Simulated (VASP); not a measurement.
## Ir: single point with PBE

Crystal: Ir.

```
Ir
1.0
    -2.15301    2.15301    1.18759
     2.15301   -2.15301    1.18759
     2.15301    2.15301   -1.18759
Ir
2
Direct
  0.62500 0.87500 0.75000
  0.37500 0.12500 0.25000
```

```json
{
  "Program": "VASP 6.6.1",
  "Task": "single point",
  "Functional": "PBE",
  "Potentials or basis": "VASP PAW PBE potentials, release 64 (Ir)",
  "Cutoff": "520 eV",
  "k mesh": "18 × 18 × 18",
  "Occupations": "fermi-dirac, width 0.05 eV",
  "Spin": "no spin polarisation",
  "Dipole correction": "no",
  "Further INCAR settings": "ALGO = Normal; EDIFF = 1e-07; NBANDS = 16"
}
```

```yaml
Pressure: 269.9 GPa
Band_gap_on_the_k_mesh: zero (bands 9 and 10 overlap by 4.66 eV)
```

Stress tensor (GPa, compression positive):
```
268.27   0.00   0.00
  0.00 268.27   0.00
  0.00   0.00 273.05
```

Levels at points of the mesh, in eV from the Fermi level:
| k point | band 5 | band 6 | band 7 | band 8 | band 9 | band 10 | band 11 | band 12 | band 13 | band 14 |
| --- | --- | --- | --- | --- | --- | --- | --- | --- | --- | --- |
| (0.00, 0.00, 0.00) | -7.40 | -1.78 | -1.78 | -1.68 | -1.68 | 2.87 | 5.09 | 6.71 | 6.71 | 18.27 |
| (0.50, 0.00, 0.00) | -4.82 | -3.79 | -2.30 | -1.31 | 1.04 | 1.16 | 5.19 | 9.08 | 9.83 | 10.31 |
| (0.50, 0.50, 0.00) | -5.62 | -5.62 | -2.92 | -2.92 | 0.23 | 0.23 | 0.94 | 0.94 | 14.11 | 14.11 |
| (0.50, 0.50, 0.50) | -2.63 | -2.63 | -2.24 | -2.24 | -0.83 | -0.83 | -0.62 | -0.62 | 10.39 | 10.39 |

Run time: 3 min on 1 thread of Intel Xeon 8259CL (shared host), peak memory 0.26 GiB.

Caveat: the cell stands under pressure; spin-orbit coupling is left out, which moves the levels of the heavy elements.
